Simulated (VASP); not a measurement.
The system is Zr3H.

```xyz
4
Lattice="3.7695 0.0000 0.0000 0.0000 3.7695 0.0000 0.0000 0.0000 3.7695" Properties=species:S:1:pos:R:3 pbc="T T T"
Zr    0.0000    1.8848    1.8848
Zr    1.8848    0.0000    1.8848
Zr    1.8848    1.8848    0.0000
H     0.0000    0.0000    0.0000
```

| Quantity | Value |
| --- | --- |
| Program | VASP 6.6.1 |
| Task | relaxation of cell and atoms |
| Functional | PBE |
| Potentials or basis | VASP PAW PBE potentials, release 64 (Zr_sv, H) |
| Cutoff | 600 eV |
| k mesh | 4 × 4 × 4 |
| Occupations | gaussian, width 0.1 eV |
| Spin | no spin polarisation |

At the start: pressure 50.6 GPa; volume 13.39 Å³/atom.

Task: Where does the relaxation end?

Result: Over 4 steps the energy falls by 689.9 meV/atom and the volume is 19.28 Å³/atom (+43.9 %); space group Pm-3m (No. 221, to 0.1 Å) before and after.

The path:
```csv
step,energy change (eV),largest force (eV/Å),pressure (GPa),volume (Å³)
1,0.0000,0.0000,50.64,53.56
2,-2.1296,0.0000,-10.63,93.53
3,-2.7587,0.0000,0.57,76.43
4,-2.7597,0.0000,-0.08,77.10
```

Final structure:
```yaml
crystal:
  lattice:
    - [4.25618, 0.00000, 0.00000]
    - [0.00000, 4.25618, 0.00000]
    - [0.00000, 0.00000, 4.25618]
  atoms:
    - { symbol: Zr, position: [0.00000, 0.50000, 0.50000] }
    - { symbol: Zr, position: [0.50000, 0.00000, 0.50000] }
    - { symbol: Zr, position: [0.50000, 0.50000, 0.00000] }
    - { symbol: H, position: [0.00000, 0.00000, 0.00000] }
```

Caveat: the k points lie up to 0.37 Å⁻¹ apart in the final cell, too coarse for converged energies and pressures of a metal; the volume moved by over 15 % at a fixed basis, so the end points are rough.
